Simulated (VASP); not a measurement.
Set up this calculation in VASP 6.6.1, as the native input.

* Task: single point
* Functional: PBEsol
* Potentials or basis: VASP PAW PBE potentials, release 64 (Ag, Cl)
* Cutoff: 500 eV
* k mesh: 8 × 8 × 8
* Occupations: gaussian, width 0.01 eV
* Spin: no spin polarisation
* Dipole correction: no
* Further INCAR settings: ALGO = Normal; EDIFF = 1e-06; NBANDS = 16

The structure of AgCl (Chlorargyrite) lies in POSCAR:

```
AgCl
1.0
    2.7509889662      2.7509889662      0.0000000000
   -2.7509889662      2.7509889662      0.0000000000
    0.0000000000      2.7509889662      2.7074089430
Ag Cl
1 1
Direct
    0.0000000000      0.0000000000      0.0000000000
    0.5000000000      0.5000000000      0.0000000000
```

This cell differs from its parent crystal: in-plane strain +0.01.

The input as run:

INCAR

```
PREC = Accurate ; ENCUT = 500
EDIFF = 1E-6 ; ISMEAR = 0
SIGMA = 0.01 ; LREAL = False
LASPH = True ; NELM = 120
ALGO = Normal ; ISIF = 2
LWAVE = False ; LCHARG = True
GGA = PS ; LELF = True
LVHAR = True ; NBANDS = 16
GGA_COMPAT = False
```

KPOINTS

```
regular mesh
0
Gamma
  8 8 8
```

Potentials or basis: VASP PAW PBE potentials, release 64 (Ag, Cl).

Command:

```console
$ cat potpaw_PBE.64/Ag/POTCAR potpaw_PBE.64/Cl/POTCAR > POTCAR
$ mpirun -np 1 vasp_std > vasp.out
```

It gave:

```yaml
Pressure: -0.8 GPa
Band_gap_on_the_k_mesh: 0.67 eV, indirect (least direct gap 3.17 eV)
```

Caveat: the cell differs from its parent crystal (in-plane strain +0.01); the PAW data sets were made with another functional, which shifts forces and pressure a little.

Wall time 47 s on 1 thread of Intel Xeon 8259CL (shared host), peak memory 0.18 GiB.
